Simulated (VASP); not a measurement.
Wanted: the native input for a VASP 6.6.1 run.

| Property | Result |
| --- | --- |
| Task | single point |
| Functional | PBEsol |
| Potentials or basis | VASP PAW PBE potentials, release 64 (B, N) |
| Cutoff | 600 eV |
| k mesh | 8 × 8 × 8 |
| Occupations | tetrahedron |
| Spin | no spin polarisation |
| Dipole correction | no |
| Further INCAR settings | ALGO = Normal; EDIFF = 1e-06; NBANDS = 11 |

The structure of BN (Qingsongite) lies in POSCAR:

```
BN
1.0
    0.0000000000      1.8048245542      1.8048245542
    1.8048245542      0.0000000000      1.8048245542
    1.8048245542      1.8048245542      0.0000000000
B N
1 1
Direct
    0.0000000000      0.0000000000      0.0000000000
    0.2500000000      0.2500000000      0.2500000000
```

These files were run (other wordings do the same):

INCAR

```
PREC = Accurate ; ENCUT = 600
EDIFF = 1E-6 ; ISMEAR = -5
SIGMA = 0.1 ; LREAL = False
LASPH = True ; NELM = 120
ALGO = Normal ; ISIF = 2
LWAVE = False ; LCHARG = False
GGA = PS ; NBANDS = 11
GGA_COMPAT = False
```

KPOINTS

```
Automatic mesh
0
Gamma
  8 8 8
```

Potentials or basis: VASP PAW PBE potentials, release 64 (B, N).

Launch:

```console
$ cat potpaw_PBE.64/B/POTCAR potpaw_PBE.64/N/POTCAR > POTCAR
$ mpirun -np 1 vasp_std > vasp.out
```

It gave:

```json
{
  "Pressure": "-0.9 GPa",
  "Band gap on the k mesh": "4.28 eV, indirect (least direct gap 8.78 eV)"
}
```

Caveat: the PAW data sets were made with another functional, which shifts forces and pressure a little.

It took 3.7 s on 1 thread of Intel(R) Xeon(R) Platinum 8375C CPU @ 2.90GHz (Ice Lake), on a shared host, peak memory 0.12 GiB.
